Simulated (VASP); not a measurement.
Crystal: KF.

```xyz
4
Lattice="4.5467 0.0000 0.0000 -2.2733 3.9376 0.0000 0.0000 0.0000 5.3744" Properties=species:S:1:pos:R:3 pbc="T T T"
K     0.0000    2.6250   -0.3359
K     2.2733    1.3125    2.3513
F     0.0000    2.6250    2.3513
F     2.2733    1.3125    5.0385
```

* Program: VASP 6.6.1
* Task: relaxation of cell and atoms
* Functional: LDA
* Potentials or basis: VASP PAW LDA potentials, release 64 (K_sv, F)
* Cutoff: 600 eV
* k mesh: 6 × 6 × 4
* Occupations: fermi-dirac, width 0.02 eV
* Spin: no spin polarisation

At the start: pressure -3.3 GPa; volume 24.05 Å³/atom.

**Question.** How do energy, volume and symmetry change on relaxing?

**Answer.** Over 6 steps the energy falls by 35.3 meV/atom and the volume is 21.05 Å³/atom (-12.5 %); space group P6_3/mmc (No. 194, to 0.1 Å) before and after.

The path:
| step | energy change (eV) | largest force (eV/Å) | pressure (GPa) | volume (Å³) |
| --- | --- | --- | --- | --- |
| 1 | 0.0000 | 0.0000 | -3.30 | 96.22 |
| 2 | -0.1100 | 0.0000 | -1.78 | 89.48 |
| 3 | -0.1406 | 0.0000 | -0.11 | 84.56 |
| 4 | -0.1407 | 0.0000 | 0.00 | 84.29 |
| 5 | -0.1410 | 0.0000 | 0.00 | 84.24 |
| 6 | -0.1411 | 0.0000 | 0.01 | 84.18 |

Final structure:
```cif
data_structure
_symmetry_space_group_name_H-M 'P 1'
_symmetry_Int_Tables_number 1
_cell_length_a 4.3539
_cell_length_b 4.3539
_cell_length_c 5.1279
_cell_angle_alpha 90.000
_cell_angle_beta 90.000
_cell_angle_gamma 120.000
_cell_volume 84.18
loop_
_atom_site_label
_atom_site_type_symbol
_atom_site_fract_x
_atom_site_fract_y
_atom_site_fract_z
_atom_site_occupancy
K1 K 0.33333 0.66667 0.93750 1
K2 K 0.66667 0.33333 0.43750 1
F1 F 0.33333 0.66667 0.43750 1
F2 F 0.66667 0.33333 0.93750 1
```

Caveat: the structure was generated, so it needn't be the stable form of KF.
